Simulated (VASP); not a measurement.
Input of a VASP 6.6.1 run:

POSCAR

```
BN
1.0
    2.5009264718      0.0000000000      0.0000000000
   -1.2504632359      2.1658658576      0.0000000000
    0.0000000000      0.0000000000      6.8742626984
B N
2 2
Direct
    0.3333333333      0.6666666667      0.2500000000
    0.6666666667      0.3333333333      0.7500000000
    0.3333333333      0.6666666667      0.7500000000
    0.6666666667      0.3333333333      0.2500000000
```

Contents of INCAR.step1:

```
SYSTEM = BN
ALGO = Normal ; EDIFF = 1E-4
ENCUT = 520 ; GGA = PE
ISMEAR = 0 ; LASPH = .True.
LCHARG = .False. ; LREAL = .False.
LWAVE = .True. ; NBANDS = 16
NELM = 80 ; PREC = Accurate
SIGMA = 0.02
```

INCAR.step2

```
SYSTEM = BN
ALGO = Normal ; EDIFF = 1E-6
ENCUT = 520 ; ISIF = 2
ISMEAR = 0 ; ISTART = 1
LASPH = .True. ; LCHARG = .False.
LMIXTAU = .True. ; LREAL = .False.
LWAVE = .False. ; METAGGA = R2SCAN
NBANDS = 16 ; NELM = 80
PREC = Accurate ; SIGMA = 0.02
```

The input KPOINTS:

```
k-points
0
Gamma
  12 12 4
  0 0 0
```

Potentials or basis: VASP PAW PBE potentials, release 64 (B, N).

The run is started by

```sh
$ cat potpaw_PBE.64/B/POTCAR potpaw_PBE.64/N/POTCAR > POTCAR
$ cp INCAR.step1 INCAR
$ mpirun -np 1 vasp_std > vasp.out
$ cp INCAR.step2 INCAR
$ mpirun -np 1 vasp_std > vasp.out
```

Question: What does it give for the pressure?

Answer: 0.4 GPa.

Question: What does it give for the band gap on the k mesh?

Answer: 4.93 eV (least direct gap 5.37 eV).

Stress tensor (GPa, compression positive):
```
 0.69  0.00  0.00
 0.00  0.69  0.00
 0.00  0.00 -0.24
```

Caveat: the PAW data sets were made with another functional, which shifts forces and pressure a little. A k mesh can miss the band edges.
